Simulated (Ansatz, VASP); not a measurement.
Ta in VASP and in Ansatz

```
Ta
1.0
    -1.70512    1.65948    1.47279
     1.70512   -1.65948    1.47279
     1.70512    1.65948   -1.47279
Ta
1
Direct
  0.00000 0.00000 0.00000
```

Change from the starting cell: normal strain along x +0.0275, normal strain along z -0.1125.

Alike in both runs: task single point; functional PBE; k mesh 18 × 18 × 18; occupations gaussian, width 0.15 eV; no spin polarisation.

|  | VASP | Ansatz |
| --- | --- | --- |
| version | VASP 6.6.1 | Ansatz 0.2.0 |
| potentials or method | VASP PAW PBE potentials, release 64 (Ta_pv), cutoff 520 eV | scalar-relativistic, plane waves, PAW |
| valence electrons in the cell | 11 | 13 |

```csv
,VASP,Ansatz,Ansatz less VASP
gap on the k mesh at the Fermi level (eV),none,none,-
pressure (GPa),23.8,23.5,-0.29
"traceless stress, the component that is largest in VASP (GPa)",9.70,9.69,-0.012
```

A gap of «none» marks a metal or a gap that the smearing closes. VASP's potentials hold 11 valence electrons a cell and Ansatz's 13, so a difference there can come from the potentials and not from the codes.

Neither program's run includes spin-orbit coupling.
